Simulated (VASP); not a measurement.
Crystal: Mn.

```
Mn
1.0
    -1.43214    1.43214    1.43214
     1.43214   -1.43214    1.43214
     1.43214    1.43214   -1.43214
Mn
1
Direct
  0.00000 0.00000 0.00000
```

```yaml
Program: VASP 6.6.1
Task: relaxation of cell and atoms
Functional: LDA
Potentials_or_basis: VASP PAW LDA potentials, release 64 (Mn_pv)
Cutoff: 600 eV
k_mesh: 15 × 15 × 15
Occupations: fermi-dirac, width 0.1 eV
Spin: no spin polarisation
```

At the start: pressure -34.5 GPa; volume 11.75 Å³/atom.

Task: Where does the relaxation end?

Result: Over 5 steps the energy falls by 198.5 meV/atom and the volume is 10.14 Å³/atom (-13.7 %); space group Im-3m (No. 229, to 0.05 Å).

The path:
```
step  energy change (eV)  largest force (eV/Å)  pressure (GPa)  volume (Å³)
   1              0.0000                0.0000          -34.48        11.75
   2              0.5536                0.0000          136.99         7.95
   3             -0.1973                0.0000           -3.77        10.25
   4             -0.1984                0.0000           -0.85        10.17
   5             -0.1985                0.0000            0.12        10.14
```

Final structure:
```cif
data_structure
_symmetry_space_group_name_H-M 'P 1'
_symmetry_Int_Tables_number 1
_cell_length_a 2.3615
_cell_length_b 2.3615
_cell_length_c 2.3615
_cell_angle_alpha 109.471
_cell_angle_beta 109.471
_cell_angle_gamma 109.471
_cell_volume 10.14
loop_
_atom_site_label
_atom_site_type_symbol
_atom_site_fract_x
_atom_site_fract_y
_atom_site_fract_z
_atom_site_occupancy
Mn1 Mn 0.00000 0.00000 0.00000 1
```

Caveat: the run has no spin polarisation, though such a crystal can be magnetic.
